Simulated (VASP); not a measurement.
A run of VASP 6.6.1 is set up as follows.

File INCAR:

```
PREC = Accurate
ENCUT = 520
EDIFF = 1E-7
ISMEAR = -1
SIGMA = 0.1
LREAL = F
LASPH = T
NELM = 60
ALGO = Normal
ISIF = 2
LWAVE = F
LCHARG = F
GGA = PE
NBANDS = 72
```

KPOINTS

```
Automatic mesh
0
Gamma
  3 2 3
```

Contents of POSCAR:

```
Hf12H
1.0
    6.4000000000      0.0000000000      0.0000000000
   -4.8000000000      8.3138440000      0.0000000000
    0.0000000000      0.0000000000      5.0624000000
Hf H
12 1
Direct
    0.0680984637      0.0334021182      0.0143212705
    0.1908529083      0.2298455444      0.4761970607
    0.0026487454      0.3048649939     -0.0009284134
    0.1789806335      0.5650575113      0.4860935525
   -0.0253131329      0.6713741562      0.0170077434
    0.1715433453      0.8816619605      0.5033778445
    0.5026169613     -0.0036565517      0.0129582807
    0.6798551395      0.2252026860      0.4929480088
    0.5482033524      0.3372086366      0.0293931732
    0.6469880306      0.5404840408      0.5080791719
    0.4945593105      0.6678499140      0.0208596713
    0.6769191449      0.8896005265      0.4865281290
    0.8115241376      0.7755738501      0.7705436157
```

Potentials or basis: VASP PAW PBE potentials, release 64 (Hf_pv, H).

Run with:

```sh
$ cat potpaw_PBE.64/Hf_pv/POTCAR potpaw_PBE.64/H/POTCAR > POTCAR
$ mpirun -np 1 vasp_std > vasp.out
```

**Question.** Predict the largest force.

**Answer.** 1.928 eV/Å.

**Question.** Predict the pressure.

**Answer.** 2.6 GPa.

**Question.** Predict the band gap on the k mesh.

**Answer.** Zero (an odd number of electrons rules out a gap without spin polarisation).

Stress tensor (GPa, compression positive):
```
 1.96 -0.18  0.10
-0.18  3.03  0.08
 0.10  0.08  2.79
```

Caveat: the k points lie up to 0.41 Å⁻¹ apart, too coarse for converged energies and pressures of a metal; the atoms stand as in a frame of molecular dynamics; spin-orbit coupling is left out, which moves the levels of the heavy elements.
